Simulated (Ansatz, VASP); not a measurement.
## Two plane-wave programs on ZnSnN2

```
CELL_PARAMETERS angstrom
3.21023 0.00000 0.00000
0.00000 4.29159 0.00000
0.00000 0.00000 6.58005
ATOMIC_POSITIONS crystal
Zn 0.00000 0.00000 0.90063
Zn 0.50000 0.50000 0.09937
N 0.00000 0.50000 0.86585
N 0.50000 0.00000 0.13415
N 0.00000 0.50000 0.40314
N 0.50000 0.00000 0.59686
Sn 0.00000 0.00000 0.36248
Sn 0.50000 0.50000 0.63752
```

Alike in both runs: task single point; functional r2SCAN; k mesh 8 × 6 × 4; no spin polarisation.

```csv
,VASP,Ansatz
version,VASP 6.6.1,Ansatz 0.2.0
potentials or method,"VASP PAW PBE potentials, release 64 (Zn, N, Sn_d)","plane waves, PAW"
plane-wave cutoff (eV),520,500
occupations,"gaussian, width 0.01 eV",fixed
valence electrons in the cell,72,72
```

Ansatz gave:

| Quantity | Value |
| --- | --- |
| gap on the k mesh at the Fermi level (eV) | 0.98 |
| pressure (GPa) | 0.0 |
| rms of the force components (eV/Å) | 0.001 |

Problem. What did VASP give for the same quantities?

Solution. gap on the k mesh at the Fermi level (eV): 1.01; pressure (GPa): 0.7; rms of the force components (eV/Å): 0.012.

VASP's potentials were made for PBE, not for r2SCAN.
